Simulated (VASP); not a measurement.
# Co2O (Pnnm) in VASP: single point with PBE

Aim: the single point of Co2O with PBE.

All numbers are computed with VASP 6.6.1; they aren't measurements. Logs are shortened: lines on timing, memory, paths and dates and some standing lists are left out, and cuts for length are marked.

## (1) The cell of the first run

Symmetry: Pnnm, No. 58, orthorhombic system. The conventional cell has a = 4.405 Å, b = 5.259 Å, c = 2.662 Å, α = 90.00°, β = 90.00°, γ = 90.00°. Co (site symmetry m) has 3 O at 1.92 to 2.07 Å within 2.5 Å. O (site symmetry 2/m) has 6 Co at 1.92 to 2.07 Å within 2.5 Å.

## (2) Single point, PBE, collinear spin, ferromagnetic start

File INCAR:

```
SYSTEM = Co2O
PREC = Accurate ; ENCUT = 520
EDIFF = 1E-7 ; ISMEAR = 0
SIGMA = 0.1 ; LREAL = .False.
LASPH = .True. ; NELM = 150
ALGO = Normal ; ISIF = 2
LWAVE = .False. ; LCHARG = .False.
ISPIN = 2 ; MAGMOM = 1.96 1.96 1.96 1.96 0.27 0.27
LORBIT = 11 ; LMAXMIX = 4
GGA = PE ; NBANDS = 37
```

File KPOINTS:

```
Automatic mesh
0
Gamma
  4 4 6
  0 0 0
```

File POSCAR:

```
Co2O
1.0
    4.4047384886      0.0000000000      0.0000000000
    0.0000000000      5.2587361758      0.0000000000
    0.0000000000      0.0000000000      2.6617872676
Co O
4 2
Direct
    0.2121930605      0.3181906713      0.0000000000
    0.7878069395      0.6818093287      0.0000000000
    0.7121930605      0.1818093287      0.5000000000
    0.2878069395      0.8181906713      0.5000000000
    0.0000000000      0.0000000000      0.0000000000
    0.5000000000      0.5000000000      0.5000000000
```

Potentials or basis: VASP PAW PBE potentials, release 64 (Co, O).

Command:

```sh
$ cat potpaw_PBE.64/Co/POTCAR potpaw_PBE.64/O/POTCAR > POTCAR
$ mpirun -np 1 vasp_std > vasp.out
```

OUTCAR:

```text
SYSTEM = Co2O
   PREC = Accurate
   ENCUT = 520
   EDIFF = 1E-7
   ISMEAR = 0
   LREAL = .False.
   LASPH = .True.
   NELM = 150
   ISIF = 2
   ISPIN = 2
   LORBIT = 11
   GGA = PE

 ion  position               nearest neighbor table
   1  0.212  0.318  0.000-   5 1.92   6 2.07   6 2.07   3 2.67   3 2.67   3 2.67   3 2.67   2 2.67
                             4 2.97   4 2.97   4 2.97   4 2.97
   2  0.788  0.682  0.000-   5 1.92   6 2.07   6 2.07   4 2.67   4 2.67   4 2.67   4 2.67   1 2.67
                             3 2.97   3 2.97   3 2.97   3 2.97
   3  0.712  0.182  0.500-   6 1.92   5 2.07   5 2.07   1 2.67   1 2.67   1 2.67   1 2.67   4 2.67
                             2 2.97   2 2.97   2 2.97   2 2.97
   4  0.288  0.818  0.500-   6 1.92   5 2.07   5 2.07   2 2.67   2 2.67   2 2.67   2 2.67   3 2.67
                             1 2.97   1 2.97   1 2.97   1 2.97
   5  0.000  0.000  0.000-   1 1.92   2 1.92   3 2.07   4 2.07   3 2.07   4 2.07
   6  0.500  0.500  0.500-   3 1.92   4 1.92   1 2.07   2 2.07   1 2.07   2 2.07

  LATTYP: Found a simple orthorhombic cell.
 ALAT       =     2.6617872676
 B/A-ratio  =     1.6548048532
 C/A-ratio  =     1.9756410438

  Lattice vectors:

 A1 = (   0.0000000000,   0.0000000000,   2.6617872676)
 A2 = (   4.4047384886,   0.0000000000,   0.0000000000)
 A3 = (   0.0000000000,   5.2587361758,   0.0000000000)

Analysis of symmetry for initial positions (statically):
=====================================================================
 Subroutine PRICEL returns:
 Original cell was already a primitive cell.

 Routine SETGRP: Setting up the symmetry group for a
 simple orthorhombic supercell.

 Subroutine GETGRP returns: Found  8 space group operations
 (whereof  4 operations were pure point group operations)
 out of a pool of  8 trial point group operations.

The static configuration has the point symmetry C_2h.
 The point group associated with its full space group is D_2h.

Analysis of symmetry for dynamics (positions and initial velocities):
=====================================================================
 Subroutine PRICEL returns:
 Original cell was already a primitive cell.

 Routine SETGRP: Setting up the symmetry group for a
 simple orthorhombic supercell.

 Subroutine GETGRP returns: Found  8 space group operations
 (whereof  4 operations were pure point group operations)
 out of a pool of  8 trial point group operations.

The dynamic configuration has the point symmetry C_2h.
 The point group associated with its full space group is D_2h.

Analysis of structural, dynamic, and magnetic symmetry:
=====================================================================
 Subroutine PRICEL returns:
 Original cell was already a primitive cell.

 Routine SETGRP: Setting up the symmetry group for a
 simple orthorhombic supercell.

 Subroutine GETGRP returns: Found  8 space group operations
 (whereof  4 operations were pure point group operations)
 out of a pool of  8 trial point group operations.

The overall configuration has the point symmetry C_2h.
 The point group associated with its full space group is D_2h.

 Subroutine INISYM returns: Found  8 space group operations
 (whereof  4 operations are pure point group operations),
 and found     1 'primitive' translations

----------------------------------------------------------------------------------------

                                     Primitive cell

  volume of cell :      61.6559

  direct lattice vectors                    reciprocal lattice vectors
     4.404738489  0.000000000  0.000000000     0.227028234  0.000000000  0.000000000
     0.000000000  5.258736176  0.000000000     0.000000000  0.190159758  0.000000000
     0.000000000  0.000000000  2.661787268     0.000000000  0.000000000  0.375687423

  length of vectors
     4.404738489  5.258736176  2.661787268     0.227028234  0.190159758  0.375687423

  position of ions in fractional coordinates (direct lattice)
     0.212193060  0.318190671  0.000000000
     0.787806940  0.681809329  0.000000000
     0.712193060  0.181809329  0.500000000
     0.287806940  0.818190671  0.500000000
     0.000000000  0.000000000  0.000000000
     0.500000000  0.500000000  0.500000000

  ion indices of the primitive-cell ions
   primitive index   ion index
                 1           1
                 2           2
                 3           3
                 4           4
                 5           5
                 6           6

[... 55 lines left out ...]
   total plane-waves  NPLWV =  28800
   dimension x,y,z NGX =    36 NGY =   40 NGZ =   20
   dimension x,y,z NGXF=    72 NGYF=   80 NGZF=   40
   ions per type =               4   2
   NGX,Y,Z   is equivalent  to a cutoff of  13.59, 12.65, 12.49 a.u.
   NGXF,Y,Z  is equivalent  to a cutoff of  27.17, 25.29, 24.98 a.u.
 SYSTEM =  Co2O
   PREC   = accura    normal or accurate (medium, high low for compatibility)
   ISTART =      0    job   : 0-new  1-cont  2-samecut
   ICHARG =      2    charge: 1-file 2-atom 10-const
   ISPIN  =      2    spin polarized calculation?
   LNONCOLLINEAR =      F non collinear calculations
   LSORBIT =      F    spin-orbit coupling
   LASPH  =      T    aspherical Exc in radial PAW
   ENCUT  =  520.0 eV  38.22 Ry    6.18 a.u.   8.19  9.78  4.95*2*pi/ulx,y,z
   NELM   =    150;   NELMIN=  2; NELMDL= -5     # of ELM steps
   EDIFF  = 0.1E-06   stopping-criterion for ELM
   LREAL  =      F    real-space projection
   EDIFFG = 0.1E-05   stopping-criterion for IOM
   NSW    =      0    number of steps for IOM
   IBRION =     -1    ionic relax: 0-MD 1-quasi-New 2-CG
   NFREE  =      0    steps in history (QN), initial steepest desc. (CG)
   ISIF   =      2    stress and relaxation
   ISYM   =      2    0-nonsym 1-usesym 2-fastsym
   POTIM  = 0.5000    time-step for ionic-motion
   TEBEG  =    0.0;   TEEND  =   0.0 temperature during run
   PSTRESS=    0.0 pullay stress
   NELECT =      48.0000    total number of electrons
   NUPDOWN=      -1.0000    fix difference up-down
   EMIN   =  10.00;   EMAX   =-10.00  energy-range for DOS
   EFERMI =   0.00;   METHOD = LEGACY
   ISMEAR =     0;   SIGMA  =   0.10  broadening in eV -4-tet -1-fermi 0-gaus
   EFERMI_NEDOS =   21; number of points for ismear=-14 and -15
   IALGO  =     38    algorithm
   IMIX   =      4    mixing-type and parameters
     AMIX     =   0.40;   BMIX     =  1.00
     AMIX_MAG =   1.60;   BMIX_MAG =  1.00
  volume/ion in A,a.u.               =      10.28        69.35
  Fermi-wavevector in a.u.,A,eV,Ry     =   1.506018  2.845962 30.859259  2.268092
  Thomas-Fermi vector in A             =   2.616791
   LORBIT       =     11    0 simple, 1 ext, 2 COOP (PROOUT), +10 PAW based schemes
   GGA     = PE    functional components
   LHFCALC =     F    Hartree Fock is set to
   AEXX    =    0.0000 exact exchange contribution
   IVDW    =     0    specifies the selected vdW correction
   LEPSILON=     F    determine dielectric tensor
   LRPA    =     F    only Hartree local field effects (RPA)
 spin polarized calculation
 Gauss-broadening in eV      SIGMA  =   0.10
  energy-cutoff  :      520.00
  volume of cell :       61.66
 maximum number of plane-waves:      1680
 NGX is ok and might be reduce to    36
   NGX = 17   NGY = 19   NGZ =  9

 number of electron      47.9999977 magnetization       8.0942269

 Free energy of the ion-electron system (eV)
  ---------------------------------------------------
  ext. energy  EPLUGINS =         0.00000000
  ---------------------------------------------------
  free energy    TOTEN  =       -38.96484492 eV

  energy without entropy =      -38.92586681  energy(sigma->0) =      -38.94535587

 E-fermi :   8.9919     XC(G=0): -12.6449

 val. band max:        8.9793975785   @ k =   0.5000   0.0000   0.3333
 cond. band min:       8.9992366294   @ k =   0.5000   0.0000   0.0000
 fundamental gap:      0.0198390508
 Fermi energy:         8.9918961155

 spin component 1

 k-point     1 :       0.0000    0.0000    0.0000
  band No.  band energies     occupation
      1     -12.3101      1.00000
      2     -11.7529      1.00000
      3       0.2966      1.00000
      4       0.6830      1.00000
      5       1.7325      1.00000
      6       2.3338      1.00000
[... 925 lines left out ...]
     35      18.9170      0.00000
     36      18.9170      0.00000

 [... further k-points ...]

 spin component 2

 k-point     1 :       0.0000    0.0000    0.0000
  band No.  band energies     occupation
      1     -11.9204      1.00000
      2     -11.3447      1.00000
      3       0.6315      1.00000
      4       1.2229      1.00000
      5       2.2144      1.00000
      6       2.8089      1.00000
[... 925 lines left out ...]
     35      19.2187      0.00000
     36      19.2187      0.00000

 [... further k-points ...]

 [bands above 36 left out]

------------------------ aborting loop because EDIFF is reached ----------------------------------------

  FORCE on cell =-STRESS in cart. coord.  units (eV):
  Direction    XX          YY          ZZ          XY          YZ          ZX
  --------------------------------------------------------------------------------------
  -------------------------------------------------------------------------------------
  Total        0.0797272     -0.2132725     -0.0152306      0.0000000      0.0000000      0.0000000
  in kB        2.0717742     -5.5420527     -0.3957800      0.0000000      0.0000000      0.0000000
  external PRESSURE =      -1.2886862 kB  Pullay stress =       0.0000000 kB

 VOLUME and BASIS-vectors are now :
 -----------------------------------------------------------------------------
  energy-cutoff  :      520.00
  volume of cell :       61.66
      direct lattice vectors                 reciprocal lattice vectors
     4.404738489  0.000000000  0.000000000     0.227028234  0.000000000  0.000000000
     0.000000000  5.258736176  0.000000000     0.000000000  0.190159758  0.000000000
     0.000000000  0.000000000  2.661787268     0.000000000  0.000000000  0.375687423

 POSITION                                       TOTAL-FORCE (eV/Angst)
 -----------------------------------------------------------------------------------
      0.93465      1.67328      0.00000         0.007984     -0.001596      0.000000
      3.47008      3.58546      0.00000        -0.007984      0.001596      0.000000
      3.13702      0.95609      1.33089         0.007984      0.001596      0.000000
      1.26771      4.30265      1.33089        -0.007984     -0.001596      0.000000
      0.00000      0.00000      0.00000        -0.000000      0.000000      0.000000
      2.20237      2.62937      1.33089        -0.000000      0.000000      0.000000
 -----------------------------------------------------------------------------------
    total drift:                                0.000000      0.000000      0.000000

  FREE ENERGIE OF THE ION-ELECTRON SYSTEM (eV)
  ---------------------------------------------------
  free  energy   TOTEN  =       -38.9648449161 eV

  energy  without entropy=      -38.9258668148  energy(sigma->0) =      -38.94535587

 total charge

# of ion       s       p       d       tot
------------------------------------------
    1        0.357   0.415   7.290   8.061
    2        0.357   0.415   7.290   8.061
    3        0.357   0.415   7.290   8.061
    4        0.357   0.415   7.290   8.061
    5        1.560   3.444   0.000   5.005
    6        1.560   3.444   0.000   5.005
--------------------------------------------------
tot          4.548   8.547  29.158  42.253

 magnetization (x)

# of ion       s       p       d       tot
------------------------------------------
    1       -0.001  -0.016   1.963   1.946
    2       -0.001  -0.016   1.963   1.946
    3       -0.001  -0.016   1.963   1.946
    4       -0.001  -0.016   1.963   1.946
    5        0.021   0.205   0.000   0.226
    6        0.021   0.205   0.000   0.226
--------------------------------------------------
tot          0.036   0.347   7.851   8.234
```

Run time: 4.2 min. Hardware: 1 thread of AMD EPYC 7R43 (Zen 3), shared host; peak memory 0.23 GiB.

What came out:

```yaml
Free_energy: -38.9648 eV
Pressure: -0.1 GPa
Largest_force: 0.008 eV/Å
Net_moment: 8.09 μB per cell
Site_moments: Co +1.95; O +0.23 μB
Valence_electrons_inside_the_program's_atomic_spheres: Co 8.06; O 5.00
```

Forces on the atoms (eV/Å):
```
Co   0.008 -0.002  0.000
Co  -0.008  0.002  0.000
Co   0.008  0.002  0.000
Co  -0.008 -0.002  0.000
O    0.000  0.000  0.000
O    0.000  0.000  0.000
```

Caveat: the k points lie up to 0.39 Å⁻¹ apart.
